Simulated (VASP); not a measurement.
A run of VASP 6.6.1 is set up as follows.

The input INCAR:

```
  PREC = Accurate
  ENCUT = 520
  EDIFF = 1E-6
  ISMEAR = -1
  SIGMA = 0.05
  LREAL = F
  LASPH = T
  NELM = 100
  ALGO = Normal
  ISIF = 2
  LWAVE = F
  LCHARG = F
  GGA = CA
  NBANDS = 21
```

KPOINTS

```
regular mesh
0
Gamma
  8 8 8
```

POSCAR

```
Pb
1.0
    0.0000000000      3.4390000555      3.3702200544
    3.4390000555      0.0000000000      3.3702200544
    3.4390000555      3.4390000555      0.0000000000
Pb
2
Direct
    0.0000000000      0.0000000000      0.0000000000
    0.2500000000      0.2500000000      0.2500000000
```

Potentials or basis: VASP PAW LDA potentials, release 64 (Pb_d).

Launch:

```console
$ cat potpaw_LDA.64/Pb_d/POTCAR > POTCAR
$ mpirun -np 1 vasp_std > vasp.out
```

(1) Estimate the band gap on the k mesh.

(2) Estimate the pressure.

## Answers

(1) zero (bands 14 and 15 overlap by 1.08 eV).

(2) -0.1 GPa.

Caveat: the cell differs from its parent crystal (zz strain of -2 %); spin-orbit coupling is left out, which moves the levels of the heavy elements.
